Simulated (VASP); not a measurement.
Input of a VASP 6.6.1 run:

INCAR

```
PREC = Accurate ; ENCUT = 520
EDIFF = 1E-6 ; ISMEAR = 0
SIGMA = 0.1 ; LREAL = F
LASPH = T ; NELM = 100
ALGO = Normal ; ISIF = 2
LWAVE = F ; LCHARG = T
GGA = PS ; LELF = T
LVHAR = T ; NBANDS = 20
```

The input KPOINTS:

```
regular mesh
0
Gamma
  12 12 12
```

File POSCAR:

```
Ba2N
1.0
    1.9896768466      1.1487404630      7.7299289484
   -1.9896768466      1.1487404630      7.7299289484
    0.0000000000     -2.2974809260      7.7299289484
Ba N
2 1
Direct
    0.2697368158      0.2697368158      0.2697368158
    0.7302631842      0.7302631842      0.7302631842
    0.0000000000      0.0000000000      0.0000000000
```

Potentials or basis: VASP PAW PBE potentials, release 64 (Ba_sv, N).

The run is started by

```console
$ cat potpaw_PBE.64/Ba_sv/POTCAR potpaw_PBE.64/N/POTCAR > POTCAR
$ mpirun -np 1 vasp_std > vasp.out
```

Question: Estimate the pressure.

Answer: -0.1 GPa.

Question: What does it give for the largest force?

Answer: 0.213 eV/Å.

Forces in eV/Å, atoms in the order of the input:
```
Ba   0.000  0.000 -0.213
Ba   0.000  0.000  0.213
N    0.000  0.000  0.000
```

Caveat: the PAW data sets were made with another functional, which shifts forces and pressure a little.
